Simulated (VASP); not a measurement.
# ZnS (P6_3/mmc) in VASP: settings compared

The runs below take ZnS through single point, with PBE, r2SCAN.

Everything below comes from runs of VASP 6.6.1. Logs are shortened: lines on timing, memory, paths and dates and some standing lists are left out, and cuts for length are marked.

## 1. The cell of the first run

Symmetry: P6_3/mmc, No. 194, hexagonal system. Conventional cell: a = 3.993 Å, b = 3.993 Å, c = 5.949 Å, α = 90.00°, β = 90.00°, γ = 120.00°. Within 3.0 Å of Zn (site symmetry -6m2) lie 5 S at 2.31 to 2.97 Å. S (site symmetry -6m2) has 5 Zn at 2.31 to 2.97 Å within 3.0 Å.

## 2. Single point, PBE (strain +1.2%)

The input, INCAR:

```
SYSTEM = ZnS
  PREC = Accurate
  ENCUT = 520
  EDIFF = 1E-7
  ISMEAR = -1
  SIGMA = 0.02
  LREAL = .False.
  LASPH = .True.
  NELM = 80
  ALGO = Normal
  ISIF = 2
  LWAVE = .False.
  LCHARG = .False.
  GGA = PE
  NBANDS = 26
```

The input, KPOINTS:

```
regular mesh
0
Gamma
  12 12 4
  0 0 0
```

The input, POSCAR:

```
ZnS
1.0
    3.9925454129      0.0000000000      0.0000000000
   -1.9962727064      3.4576457533      0.0000000000
    0.0000000000      0.0000000000      5.9488503758
Zn S
2 2
Direct
    0.3333333333      0.6666666667      0.2500000000
    0.6666666667      0.3333333333      0.7500000000
    0.6666666667      0.3333333333      0.2500000000
    0.3333333333      0.6666666667      0.7500000000
```

Potentials or basis: VASP PAW PBE potentials, release 64 (Zn, S).

Run with:

```bash
cat potpaw_PBE.64/Zn/POTCAR potpaw_PBE.64/S/POTCAR > POTCAR
mpirun -np 1 vasp_std > vasp.out
```

OUTCAR:

```text
SYSTEM = ZnS
   PREC = Accurate
   ENCUT = 520
   EDIFF = 1E-7
   ISMEAR = -1
   LREAL = .False.
   LASPH = .True.
   NELM = 80
   ISIF = 2
   GGA = PE

 ion  position               nearest neighbor table
   1  0.333  0.667  0.250-   3 2.31   3 2.31   3 2.31
   2  0.667  0.333  0.750-   4 2.31   4 2.31   4 2.31
   3  0.667  0.333  0.250-   1 2.31   1 2.31   1 2.31
   4  0.333  0.667  0.750-   2 2.31   2 2.31   2 2.31

  LATTYP: Found a hexagonal cell.
 ALAT       =     3.9925454129
 C/A-ratio  =     1.4899894079

  Lattice vectors:

 A1 = (   3.9925454129,   0.0000000000,   0.0000000000)
 A2 = (  -1.9962727064,   3.4576457533,   0.0000000000)
 A3 = (   0.0000000000,   0.0000000000,   5.9488503758)

Analysis of symmetry for initial positions (statically):
=====================================================================
 Subroutine PRICEL returns:
 Original cell was already a primitive cell.

 Routine SETGRP: Setting up the symmetry group for a
 hexagonal supercell.

 Subroutine GETGRP returns: Found 24 space group operations
 (whereof 12 operations were pure point group operations)
 out of a pool of 24 trial point group operations.

The static configuration has the point symmetry D_3d.
 The point group associated with its full space group is D_6h.

Analysis of symmetry for dynamics (positions and initial velocities):
=====================================================================
 Subroutine PRICEL returns:
 Original cell was already a primitive cell.

 Routine SETGRP: Setting up the symmetry group for a
 hexagonal supercell.

 Subroutine GETGRP returns: Found 24 space group operations
 (whereof 12 operations were pure point group operations)
 out of a pool of 24 trial point group operations.

The dynamic configuration has the point symmetry D_3d.
 The point group associated with its full space group is D_6h.

 Subroutine INISYM returns: Found 24 space group operations
 (whereof 12 operations are pure point group operations),
 and found     1 'primitive' translations

----------------------------------------------------------------------------------------

                                     Primitive cell

  volume of cell :      82.1227

  direct lattice vectors                    reciprocal lattice vectors
     3.992545413  0.000000000  0.000000000     0.250466782  0.144607064  0.000000000
    -1.996272706  3.457645753  0.000000000     0.000000000  0.289214128  0.000000000
     0.000000000  0.000000000  5.948850376     0.000000000  0.000000000  0.168099706

  length of vectors
     3.992545413  3.992545413  5.948850376     0.289214128  0.289214128  0.168099706

  position of ions in fractional coordinates (direct lattice)
     0.333333333  0.666666667  0.250000000
     0.666666667  0.333333333  0.750000000
     0.666666667  0.333333333  0.250000000
     0.333333333  0.666666667  0.750000000

  ion indices of the primitive-cell ions
   primitive index   ion index
                 1           1
                 2           2
                 3           3
                 4           4

----------------------------------------------------------------------------------------

 KPOINTS: regular mesh

Automatic generation of k-mesh.
 Grid dimensions read from file:
 generate k-points for:   12   12    4

 Generating k-lattice:

  Cartesian coordinates                     Fractional coordinates (reciprocal lattice)
     0.020872232  0.012050589  0.000000000     0.083333333 -0.000000000  0.000000000
     0.000000000  0.024101177  0.000000000     0.000000000  0.083333333  0.000000000
     0.000000000  0.000000000  0.042024927     0.000000000  0.000000000  0.250000000

  Length of vectors
     0.024101177  0.024101177  0.042024927

  Shift w.r.t. Gamma in fractional coordinates (k-lattice)
     0.000000000  0.000000000  0.000000000

 Subroutine IBZKPT returns following result:
 ===========================================

 Found     57 irreducible k-points:

 Following reciprocal coordinates:
            Coordinates               Weight
  0.000000  0.000000  0.000000      1.000000
  0.083333 -0.000000  0.000000      6.000000
  0.166667 -0.000000  0.000000      6.000000
  0.250000  0.000000  0.000000      6.000000
  0.333333 -0.000000  0.000000      6.000000
  0.416667  0.000000  0.000000      6.000000
[... 16 lines left out ...]
  0.250000  0.000000  0.250000     12.000000
  0.333333 -0.000000  0.250000     12.000000
 [... further k-points ...]
   k-points           NKPTS =     57   k-points in BZ     NKDIM =     57   number of bands    NBANDS=     26
   number of dos      NEDOS =    301   number of ions     NIONS =      4
   total plane-waves  NPLWV =  43200
   dimension x,y,z NGX =    30 NGY =   30 NGZ =   48
   dimension x,y,z NGXF=    60 NGYF=   60 NGZF=   96
   ions per type =               2   2
   NGX,Y,Z   is equivalent  to a cutoff of  12.49, 12.49, 13.41 a.u.
   NGXF,Y,Z  is equivalent  to a cutoff of  24.98, 24.98, 26.83 a.u.
 SYSTEM =  ZnS
   PREC   = accura    normal or accurate (medium, high low for compatibility)
   ISTART =      0    job   : 0-new  1-cont  2-samecut
   ICHARG =      2    charge: 1-file 2-atom 10-const
   ISPIN  =      1    spin polarized calculation?
   LNONCOLLINEAR =      F non collinear calculations
   LSORBIT =      F    spin-orbit coupling
   LASPH  =      T    aspherical Exc in radial PAW
   ENCUT  =  520.0 eV  38.22 Ry    6.18 a.u.   7.42  7.42 11.06*2*pi/ulx,y,z
   NELM   =     80;   NELMIN=  2; NELMDL= -5     # of ELM steps
   EDIFF  = 0.1E-06   stopping-criterion for ELM
   LREAL  =      F    real-space projection
   EDIFFG = 0.1E-05   stopping-criterion for IOM
   NSW    =      0    number of steps for IOM
   IBRION =     -1    ionic relax: 0-MD 1-quasi-New 2-CG
   NFREE  =      0    steps in history (QN), initial steepest desc. (CG)
   ISIF   =      2    stress and relaxation
   ISYM   =      2    0-nonsym 1-usesym 2-fastsym
   POTIM  = 0.5000    time-step for ionic-motion
   TEBEG  =    0.0;   TEEND  =   0.0 temperature during run
   PSTRESS=    0.0 pullay stress
   NELECT =      36.0000    total number of electrons
   NUPDOWN=      -1.0000    fix difference up-down
   EMIN   =  10.00;   EMAX   =-10.00  energy-range for DOS
   EFERMI =   0.00;   METHOD = LEGACY
   ISMEAR =    -1;   SIGMA  =   0.02  broadening in eV -4-tet -1-fermi 0-gaus
   EFERMI_NEDOS =   21; number of points for ismear=-14 and -15
   IALGO  =     38    algorithm
   IMIX   =      4    mixing-type and parameters
     AMIX     =   0.40;   BMIX     =  1.00
     AMIX_MAG =   1.60;   BMIX_MAG =  1.00
  volume/ion in A,a.u.               =      20.53       138.55
  Fermi-wavevector in a.u.,A,eV,Ry     =   1.243620  2.350102 21.042660  1.546592
  Thomas-Fermi vector in A             =   2.377923
   LORBIT       =      0    0 simple, 1 ext, 2 COOP (PROOUT), +10 PAW based schemes
   GGA     = PE    functional components
   LHFCALC =     F    Hartree Fock is set to
   AEXX    =    0.0000 exact exchange contribution
   IVDW    =     0    specifies the selected vdW correction
   LEPSILON=     F    determine dielectric tensor
   LRPA    =     F    only Hartree local field effects (RPA)
 non-spin polarized calculation
  energy-cutoff  :      520.00
  volume of cell :       82.12
 maximum number of plane-waves:      2266
 NGX is ok and might be reduce to    30
   NGX = 15   NGY = 15   NGZ = 23

 number of electron      36.0000005 magnetization

 Free energy of the ion-electron system (eV)
  ---------------------------------------------------
  ext. energy  EPLUGINS =         0.00000000
  ---------------------------------------------------
  free energy    TOTEN  =       -13.03199943 eV

  energy without entropy =      -13.03199943  energy(sigma->0) =      -13.03199943

 E-fermi :   2.3966     XC(G=0):  -9.4532

 val. band max:        1.9539026484   @ k =   0.0000   0.0000   0.0000
 cond. band min:       3.2881409461   @ k =   0.0000   0.0000   0.0000
 fundamental gap:      1.3342382977
 Fermi energy:         2.3965970636

 k-point     1 :       0.0000    0.0000    0.0000
  band No.  band energies     occupation
      1     -11.1073      2.00000
      2     -10.1587      2.00000
      3      -4.6848      2.00000
      4      -4.6848      2.00000
      5      -4.6578      2.00000
      6      -4.6578      2.00000
[... 18 lines left out ...]
     25      11.0148      0.00000
     26      11.2112      0.00000

 k-point     2 :       0.0833   -0.0000    0.0000
  band No.  band energies     occupation
      1     -11.0641      2.00000
      2     -10.1353      2.00000
      3      -4.6824      2.00000
      4      -4.6681      2.00000
      5      -4.6587      2.00000
      6      -4.6392      2.00000
[... 18 lines left out ...]
     25      10.2985      0.00000
     26      10.9334      0.00000

 k-point     3 :       0.1667   -0.0000    0.0000
  band No.  band energies     occupation
      1     -10.9402      2.00000
      2     -10.0725      2.00000
      3      -4.6735      2.00000
      4      -4.6524      2.00000
      5      -4.6202      2.00000
      6      -4.5873      2.00000
[... 18 lines left out ...]
     25       9.6878      0.00000
     26      10.4377      0.00000

 k-point     4 :       0.2500    0.0000    0.0000
  band No.  band energies     occupation
      1     -10.7536      2.00000
      2      -9.9925      2.00000
      3      -4.6528      2.00000
      4      -4.6173      2.00000
      5      -4.5500      2.00000
      6      -4.5131      2.00000
[... 18 lines left out ...]
     25      10.0348      0.00000
     26      10.6131      0.00000
[... 496 lines left out ...]
      1     -10.8240      2.00000
      2     -10.2110      2.00000
      3      -4.6765      2.00000
      4      -4.6612      2.00000
      5      -4.6195      2.00000
      6      -4.5969      2.00000
[... 18 lines left out ...]
     25       9.3393      0.00000
     26       9.9791      0.00000

 k-point    23 :       0.2500    0.0000    0.2500
  band No.  band energies     occupation
      1     -10.6479      2.00000
      2     -10.1090      2.00000
      3      -4.6554      2.00000
      4      -4.6297      2.00000
      5      -4.5488      2.00000
      6      -4.5237      2.00000
[... 18 lines left out ...]
     25       9.7886      0.00000
     26      10.2318      0.00000

 k-point    24 :       0.3333   -0.0000    0.2500
  band No.  band energies     occupation
      1     -10.4471      2.00000
      2     -10.0145      2.00000
      3      -4.6024      2.00000
      4      -4.5609      2.00000
      5      -4.4724      2.00000
      6      -4.4451      2.00000
[... 18 lines left out ...]
     25      10.3496      0.00000
     26      11.2160      0.00000

 [... further k-points ...]

------------------------ aborting loop because EDIFF is reached ----------------------------------------

  FORCE on cell =-STRESS in cart. coord.  units (eV):
  Direction    XX          YY          ZZ          XY          YZ          ZX
  --------------------------------------------------------------------------------------
  -------------------------------------------------------------------------------------
  Total       -0.2273493     -0.2273493      0.0343995     -0.0000000     -0.0000000      0.0000000
  in kB       -4.4354825     -4.4354825      0.6711185     -0.0000000     -0.0000000      0.0000000
  external PRESSURE =      -2.7332822 kB  Pullay stress =       0.0000000 kB

 VOLUME and BASIS-vectors are now :
 -----------------------------------------------------------------------------
  energy-cutoff  :      520.00
  volume of cell :       82.12
      direct lattice vectors                 reciprocal lattice vectors
     3.992545413  0.000000000  0.000000000     0.250466782  0.144607064  0.000000000
    -1.996272706  3.457645753  0.000000000     0.000000000  0.289214128  0.000000000
     0.000000000  0.000000000  5.948850376     0.000000000  0.000000000  0.168099706

 POSITION                                       TOTAL-FORCE (eV/Angst)
 -----------------------------------------------------------------------------------
     -0.00000      2.30510      1.48721        -0.000000      0.000000      0.000000
      1.99627      1.15255      4.46164         0.000000     -0.000000      0.000000
      1.99627      1.15255      1.48721         0.000000     -0.000000     -0.000000
     -0.00000      2.30510      4.46164        -0.000000      0.000000     -0.000000
 -----------------------------------------------------------------------------------
    total drift:                               -0.000000     -0.000000     -0.000000

  FREE ENERGIE OF THE ION-ELECTRON SYSTEM (eV)
  ---------------------------------------------------
  free  energy   TOTEN  =       -13.0319994290 eV

  energy  without entropy=      -13.0319994290  energy(sigma->0) =      -13.03199943
```

It used 210 s of CPU time on 1 thread of AMD EPYC 7R13 Processor (Zen 3), on a shared host.

Results:

```
Free energy            : -13.0320 eV
Pressure               : -0.3 GPa
Band gap on the k mesh : 1.33 eV, direct
```

Caveat: the cell differs from its parent crystal (strain +1.2%). A k mesh can miss the band edges.

## 3. Single point, r2SCAN (strain +1.2%)

POSCAR is that of step 2.

The input, INCAR.step1:

```
ALGO = Normal
EDIFF = 1E-4
ENCUT = 520
GGA = PE
ISMEAR = 0
LASPH = T
LCHARG = F
LREAL = F
LWAVE = T
NBANDS = 26
NELM = 100
PREC = Accurate
SIGMA = 0.01
```

The input, INCAR.step2:

```
ALGO = Normal
EDIFF = 1E-6
ENCUT = 520
ISIF = 2
ISMEAR = 0
ISTART = 1
LASPH = T
LCHARG = T
LELF = T
LMIXTAU = T
LREAL = F
LVHAR = T
LWAVE = F
METAGGA = R2SCAN
NBANDS = 26
NELM = 100
PREC = Accurate
SIGMA = 0.01
```

The input, KPOINTS:

```
k-points
0
Gamma
  12 12 4
```

Potentials or basis: VASP PAW PBE potentials, release 64 (Zn, S).

Run with:

```bash
cat potpaw_PBE.64/Zn/POTCAR potpaw_PBE.64/S/POTCAR > POTCAR
cp INCAR.step1 INCAR
mpirun -np 1 vasp_std > vasp.out
cp INCAR.step2 INCAR
mpirun -np 1 vasp_std > vasp.out
```

OUTCAR:

```text
EDIFF = 1E-6
   ENCUT = 520
   ISIF = 2
   ISMEAR = 0
   ISTART = 1
   LASPH = T
   LREAL = F
   METAGGA = R2SCAN
   NELM = 100
   PREC = Accurate

 ion  position               nearest neighbor table
   1  0.333  0.667  0.250-   3 2.31   3 2.31   3 2.31
   2  0.667  0.333  0.750-   4 2.31   4 2.31   4 2.31
   3  0.667  0.333  0.250-   1 2.31   1 2.31   1 2.31
   4  0.333  0.667  0.750-   2 2.31   2 2.31   2 2.31

  LATTYP: Found a hexagonal cell.
 ALAT       =     3.9925454129
 C/A-ratio  =     1.4899894079

  Lattice vectors:

 A1 = (   3.9925454129,   0.0000000000,   0.0000000000)
 A2 = (  -1.9962727064,   3.4576457533,   0.0000000000)
 A3 = (   0.0000000000,   0.0000000000,   5.9488503758)

Analysis of symmetry for initial positions (statically):
=====================================================================
 Subroutine PRICEL returns:
 Original cell was already a primitive cell.

 Routine SETGRP: Setting up the symmetry group for a
 hexagonal supercell.

 Subroutine GETGRP returns: Found 24 space group operations
[... 170 lines left out ...]
  energy without entropy =      -36.99926093  energy(sigma->0) =      -36.99926093

 E-fermi :   1.7516     XC(G=0): -10.0807

 val. band max:        1.6771586460   @ k =   0.0000   0.0000   0.0000
 cond. band min:       3.5148281070   @ k =   0.0000   0.0000   0.0000
 fundamental gap:      1.8376694610
 Fermi energy:         1.7515826138

 k-point     1 :       0.0000    0.0000    0.0000
  band No.  band energies     occupation
      1     -11.8977      2.00000
      2     -10.9247      2.00000
      3      -5.1254      2.00000
      4      -5.1252      2.00000
      5      -5.0952      2.00000
      6      -5.0951      2.00000
[... 685 lines left out ...]
     25      10.6090      0.00000
     26      11.5392      0.00000

 [... further k-points ...]

------------------------ aborting loop because EDIFF is reached ----------------------------------------

  FORCE on cell =-STRESS in cart. coord.  units (eV):
  Direction    XX          YY          ZZ          XY          YZ          ZX
  --------------------------------------------------------------------------------------
  -------------------------------------------------------------------------------------
  Total       -1.5803044     -1.5803044     -0.6307869     -0.0000000      0.0000000      0.0000000
  in kB      -30.8310224    -30.8310224    -12.3063655     -0.0000000      0.0000000      0.0000000
  external PRESSURE =     -24.6561368 kB  Pullay stress =       0.0000000 kB

 VOLUME and BASIS-vectors are now :
 -----------------------------------------------------------------------------
  energy-cutoff  :      520.00
  volume of cell :       82.12
      direct lattice vectors                 reciprocal lattice vectors
     3.992545413  0.000000000  0.000000000     0.250466782  0.144607064  0.000000000
    -1.996272706  3.457645753  0.000000000     0.000000000  0.289214128  0.000000000
     0.000000000  0.000000000  5.948850376     0.000000000  0.000000000  0.168099706

 POSITION                                       TOTAL-FORCE (eV/Angst)
 -----------------------------------------------------------------------------------
     -0.00000      2.30510      1.48721        -0.000000     -0.000000      0.000000
      1.99627      1.15255      4.46164         0.000000      0.000000      0.000000
      1.99627      1.15255      1.48721        -0.000000      0.000000     -0.000000
     -0.00000      2.30510      4.46164        -0.000000     -0.000000     -0.000000
 -----------------------------------------------------------------------------------
    total drift:                               -0.000000     -0.000000     -0.000000

  FREE ENERGIE OF THE ION-ELECTRON SYSTEM (eV)
  ---------------------------------------------------
  free  energy   TOTEN  =       -36.9992609336 eV

  energy  without entropy=      -36.9992609336  energy(sigma->0) =      -36.99926093
```

OUTCAR.step1:

```text
EDIFF = 1E-4
   ENCUT = 520
   GGA = PE
   ISMEAR = 0
[... 928 lines left out ...]
     -0.00000      2.30510      1.48721         0.000000      0.000000      0.000000
      1.99627      1.15255      4.46164        -0.000000     -0.000000     -0.000000
      1.99627      1.15255      1.48721         0.000000     -0.000000      0.000000
     -0.00000      2.30510      4.46164        -0.000000      0.000000      0.000000
 -----------------------------------------------------------------------------------
    total drift:                               -0.000000     -0.000000     -0.000000

  FREE ENERGIE OF THE ION-ELECTRON SYSTEM (eV)
  ---------------------------------------------------
  free  energy   TOTEN  =       -13.0319940794 eV

  energy  without entropy=      -13.0319940794  energy(sigma->0) =      -13.03199408
```

It used 720 s of CPU time on 1 thread of AMD EPYC 7R13 Processor (Zen 3), with other jobs on the host.

Results:

```
Free energy            : -36.9993 eV
Pressure               : -2.5 GPa
Band gap on the k mesh : 1.84 eV, direct
```

Caveat: the cell differs from its parent crystal (strain +1.2%); the PAW data sets were made with another functional, which shifts forces and pressure a little. A k mesh can miss the band edges.
